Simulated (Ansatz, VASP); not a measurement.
# Two plane-wave programs on Fe

```
Fe
1.0
    -1.39457    1.39457    1.39457
     1.39457   -1.39457    1.39457
     1.39457    1.39457   -1.39457
Fe
1
Direct
  0.00000 0.00000 0.00000
```

Alike in both runs: functional PBEsol; k mesh 10 × 10 × 10; occupations gaussian, width 0.1 eV; collinear spin.

Ansatz relaxed the structure, and its values are those at the end. VASP's run is a single point on that final structure, the one shown.

```csv
,VASP,Ansatz
version,VASP 6.6.1,Ansatz 0.2.0
potentials or method,"VASP PAW PBE potentials, release 64 (Fe), cutoff 600 eV","scalar-relativistic, plane waves, PAW"
valence electrons in the cell,8,16
```

|  | VASP | Ansatz | Ansatz less VASP |
| --- | --- | --- | --- |
| gap on the k mesh at the Fermi level (eV) | none | none | - |
| pressure (GPa) | -0.3 | 0.0 | +0.31 |
| net moment per atom (μB) | 2.13 | 2.12 | -0.003 |
| size of the moment on the site where the two differ most (μB) | 2.11 | 2.16 | +0.046 |

VASP's potentials were made for PBE, not for PBEsol. Site moments also hang on the region over which each program counts them. A gap of «none» marks a metal or a gap that the smearing closes. VASP's potentials hold 8 valence electrons a cell and Ansatz's 16, so a difference there can come from the potentials and not from the codes.
